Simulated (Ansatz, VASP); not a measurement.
**Ca: VASP beside Ansatz**

```
Ca
1.0
     0.00000    4.63403    4.63403
     4.63403    0.00000    4.63403
     4.63403    4.63403    0.00000
Ca
2
Direct
  0.12500 0.12500 0.12500
  0.87500 0.87500 0.87500
```

Alike in both runs: task single point; functional BLYP; k mesh 7 × 7 × 7; occupations fermi-dirac, width 0.1 eV; no spin polarisation.

```csv
,VASP,Ansatz
version,VASP 6.6.1,Ansatz 0.2.0
potentials or method,"VASP PAW PBE potentials, release 64 (Ca_sv), cutoff 520 eV","plane waves (420 eV) with PAW, scalar-relativistic"
valence electrons in the cell,20,20
```

|  | VASP | Ansatz | Ansatz less VASP |
| --- | --- | --- | --- |
| pressure (GPa) | -0.2 | -0.2 | +0.01 |

VASP's potentials were made for PBE, not for BLYP.
